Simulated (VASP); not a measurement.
# Si in VASP: density of states with LDA

Aim: the density of states of Si with LDA.

Program: VASP 6.6.1. These are calculated values, not measurements. Logs are shortened: lines on timing, memory, paths and dates and some standing lists are left out, and cuts for length are marked.

### 1 The cell of the first run

The cell holds a slab with vacuum, 6 atoms: a = 3.820 Å, b = 3.820 Å, c = 23.017 Å, α = 90.00°, β = 90.00°, γ = 120.00°.

### 2 Density of states, LDA

POSCAR

```
Si
1.0
    3.8197434381      0.0000000000      0.0000000000
   -1.9098717190      3.3079948533      0.0000000000
    0.0000000000      0.0000000000     23.0173000000
Si
6
Direct
    0.0000000000      0.0000000000      0.3475642934
    0.3333333340      0.6666666660      0.3814388943
    0.3333333340      0.6666666660      0.4830626987
    0.6666666670      0.3333333330      0.5169373005
    0.6666666670      0.3333333330      0.6185611049
    0.0000000000      0.0000000000      0.6524357066
```

INCAR.step1

```
SYSTEM = Si
PREC = Accurate ; ENCUT = 520
EDIFF = 1E-6 ; ISMEAR = -1
SIGMA = 0.02 ; LREAL = .False.
LASPH = .True. ; NELM = 100
ALGO = Normal ; ISIF = 2
LWAVE = .False. ; LCHARG = .True.
LDIPOL = .True. ; IDIPOL = 3
DIPOL = 0.5 0.5 0.500 ; GGA = CA
NBANDS = 21
```

KPOINTS.step1

```
regular mesh
0
Gamma
  9 9 1
  0 0 0
```

INCAR.step2

```
SYSTEM = Si
PREC = Accurate ; ENCUT = 520
EDIFF = 1E-6 ; ISMEAR = -5
SIGMA = 0.02 ; LREAL = .False.
LASPH = .True. ; NELM = 100
ALGO = Normal ; ISIF = 2
LWAVE = .False. ; LCHARG = .False.
LDIPOL = .True. ; IDIPOL = 3
DIPOL = 0.5 0.5 0.500 ; GGA = CA
LORBIT = 11 ; NEDOS = 2001
ICHARG = 11
```

KPOINTS.step2

```
regular mesh
0
Gamma
  14 14 1
  0 0 0
```

Potentials or basis: VASP PAW LDA potentials, release 64 (Si).

Launch:

```bash
$ cat potpaw_LDA.64/Si/POTCAR > POTCAR
$ cp INCAR.step1 INCAR
$ cp KPOINTS.step1 KPOINTS
$ mpirun -np 1 vasp_std > vasp.out
$ cp INCAR.step2 INCAR
$ cp KPOINTS.step2 KPOINTS
$ mpirun -np 1 vasp_std > vasp.out
```

OUTCAR:

```text
SYSTEM = Si
   PREC = Accurate
   ENCUT = 520
   EDIFF = 1E-6
   ISMEAR = -5
   LREAL = .False.
   LASPH = .True.
   NELM = 100
   ISIF = 2
   GGA = CA
   LORBIT = 11
   ICHARG = 11

 ion  position               nearest neighbor table
   1  0.000  0.000  0.348-   2 2.34   2 2.34   2 2.34
   2  0.333  0.667  0.381-   1 2.34   1 2.34   1 2.34   3 2.34
   3  0.333  0.667  0.483-   2 2.34   4 2.34   4 2.34   4 2.34
   4  0.667  0.333  0.517-   5 2.34   3 2.34   3 2.34   3 2.34
   5  0.667  0.333  0.619-   6 2.34   4 2.34   6 2.34   6 2.34
   6  0.000  0.000  0.652-   5 2.34   5 2.34   5 2.34

  LATTYP: Found a hexagonal cell.
 ALAT       =     3.8197434381
 C/A-ratio  =     6.0258759189

  Lattice vectors:

 A1 = (   3.8197434381,   0.0000000000,   0.0000000000)
 A2 = (  -1.9098717190,   3.3079948533,   0.0000000000)
 A3 = (   0.0000000000,   0.0000000000,  23.0173000000)

Analysis of symmetry for initial positions (statically):
=====================================================================
 Subroutine PRICEL returns:
 Original cell was already a primitive cell.

 Routine SETGRP: Setting up the symmetry group for a
 hexagonal supercell.

 Subroutine GETGRP returns: Found 12 space group operations
 (whereof 12 operations were pure point group operations)
 out of a pool of 24 trial point group operations.

The static configuration has the point symmetry D_3d.

Analysis of symmetry for dynamics (positions and initial velocities):
=====================================================================
 Subroutine PRICEL returns:
 Original cell was already a primitive cell.

 Routine SETGRP: Setting up the symmetry group for a
 hexagonal supercell.

 Subroutine GETGRP returns: Found 12 space group operations
 (whereof 12 operations were pure point group operations)
 out of a pool of 24 trial point group operations.

The dynamic configuration has the point symmetry D_3d.

 Subroutine INISYM returns: Found 12 space group operations
 (whereof 12 operations are pure point group operations),
 and found     1 'primitive' translations

----------------------------------------------------------------------------------------

                                     Primitive cell

  volume of cell :     290.8395

  direct lattice vectors                    reciprocal lattice vectors
     3.819743438  0.000000000  0.000000000     0.261797688  0.151148966  0.000000000
[... 115 lines left out ...]
     AMIX_MAG =   1.60;   BMIX_MAG =  1.00
  volume/ion in A,a.u.               =      48.47       327.11
  Fermi-wavevector in a.u.,A,eV,Ry     =   0.712734  1.346872  6.911619  0.507990
  Thomas-Fermi vector in A             =   1.800187
   LORBIT       =     11    0 simple, 1 ext, 2 COOP (PROOUT), +10 PAW based schemes
   GGA     = CA    functional components
   LHFCALC =     F    Hartree Fock is set to
   AEXX    =    0.0000 exact exchange contribution
   IVDW    =     0    specifies the selected vdW correction
   LEPSILON=     F    determine dielectric tensor
   LRPA    =     F    only Hartree local field effects (RPA)
 non-spin polarized calculation
 Fermi weights with tetrahedron method with Bloechl corrections
  energy-cutoff  :      520.00
  volume of cell :      290.84
 maximum number of plane-waves:      7883

 number of electron      24.0000000 magnetization

 dipolmoment           0.000000      0.000000      0.000000 electrons x Angstroem

 Free energy of the ion-electron system (eV)
  ---------------------------------------------------
  ext. energy  EPLUGINS =         0.00000000
  ---------------------------------------------------
  free energy    TOTEN  =       -33.08521790 eV

  energy without entropy =      -33.08521790  energy(sigma->0) =      -33.08521790

 E-fermi :  -0.6433     XC(G=0):  -4.6342

 val. band max:       -0.6064586914   @ k =   0.2143   0.2143   0.0000
 cond. band min:      -0.5740215644   @ k =   0.5000  -0.0000   0.0000
 fundamental gap:      0.0324371271
 Fermi energy:        -0.6432823420

 k-point     1 :       0.0000    0.0000    0.0000
  band No.  band energies     occupation
      1     -12.3265      2.00000
      2     -11.4512      2.00000
      3     -10.5451      2.00000
      4      -6.5810      2.00000
      5      -4.2597      2.00000
      6      -1.5880      2.00000
[... 433 lines left out ...]
      3      -7.9324      2.00000
      4      -7.8654      2.00000
      5      -7.2517      2.00000
      6      -7.2126      2.00000
[... 8 lines left out ...]
     15       2.1547      0.00000
     16       3.1348      0.00000

------------------------ aborting loop because EDIFF is reached ----------------------------------------

 vacuum level on the upper side and lower side of the slab       (xc-potential included)        -0.082        -0.082

  FORCE on cell =-STRESS in cart. coord.  units (eV):
  Direction    XX          YY          ZZ          XY          YZ          ZX
  --------------------------------------------------------------------------------------
  -------------------------------------------------------------------------------------
  Total       -1.2767915     -1.2767915      0.5688200     -0.0000000     -0.0000000      0.0000000
  in kB       -7.0335920     -7.0335920      3.1335169     -0.0000000     -0.0000000      0.0000000
  external PRESSURE =      -3.6445557 kB  Pullay stress =       0.0000000 kB

 VOLUME and BASIS-vectors are now :
 -----------------------------------------------------------------------------
  energy-cutoff  :      520.00
  volume of cell :      290.84
      direct lattice vectors                 reciprocal lattice vectors
     3.819743438  0.000000000  0.000000000     0.261797688  0.151148966  0.000000000
    -1.909871719  3.307994853  0.000000000     0.000000000  0.302297931  0.000000000
     0.000000000  0.000000000 23.017300000     0.000000000  0.000000000  0.043445582

 POSITION                                       TOTAL-FORCE (eV/Angst)
 -----------------------------------------------------------------------------------
      0.00000      0.00000      7.99999        -0.000000      0.000000      0.521018
      0.00000      2.20533      8.77969         0.000000     -0.000000     -0.810317
      0.00000      2.20533     11.11880        -0.000000      0.000000      0.437097
      1.90987      1.10266     11.89850        -0.000000      0.000000     -0.437097
      1.90987      1.10266     14.23761        -0.000000      0.000000      0.810317
      0.00000      0.00000     15.01731         0.000000     -0.000000     -0.521018
 -----------------------------------------------------------------------------------
    total drift:                               -0.000001      0.000000      0.000002

  FREE ENERGIE OF THE ION-ELECTRON SYSTEM (eV)
  ---------------------------------------------------
  free  energy   TOTEN  =       -33.0852178969 eV

  energy  without entropy=      -33.0852178969  energy(sigma->0) =      -33.08521790

 vacuum level on the upper side and lower side of the slab         4.341         4.341

 total charge

# of ion       s       p       d       tot
------------------------------------------
    1        0.809   0.855   0.000   1.664
    2        0.769   0.928   0.000   1.697
    3        0.779   0.931   0.000   1.709
    4        0.779   0.931   0.000   1.709
    5        0.769   0.928   0.000   1.697
    6        0.809   0.855   0.000   1.664
--------------------------------------------------
tot          4.714   5.428   0.000  10.142
```

OUTCAR.step1:

```text
SYSTEM = Si
   PREC = Accurate
   ENCUT = 520
   EDIFF = 1E-6
   ISMEAR = -1
   LREAL = .False.
   LASPH = .True.
   NELM = 100
   ISIF = 2
[... 512 lines left out ...]
      1.90987      1.10266     14.23761        -0.000000      0.000000      0.782722
      0.00000      0.00000     15.01731        -0.000000     -0.000000     -0.502515
 -----------------------------------------------------------------------------------
    total drift:                               -0.000001      0.000000      0.000008

  FREE ENERGIE OF THE ION-ELECTRON SYSTEM (eV)
  ---------------------------------------------------
  free  energy   TOTEN  =       -33.0765940647 eV

  energy  without entropy=      -33.0705913365  energy(sigma->0) =      -33.07359270

 vacuum level on the upper side and lower side of the slab         4.341         4.341
```

Run time: 3.4 min. Hardware: 1 thread of AMD EPYC 7R43 (Zen 3), shared host; peak memory 0.26 GiB.

What came out:

```yaml
Valence_electrons_inside_the_program's_atomic_spheres: Si 1.66, 1.70, 1.71
```

Caveat: tetrahedron occupations give inexact forces and stress in metals.
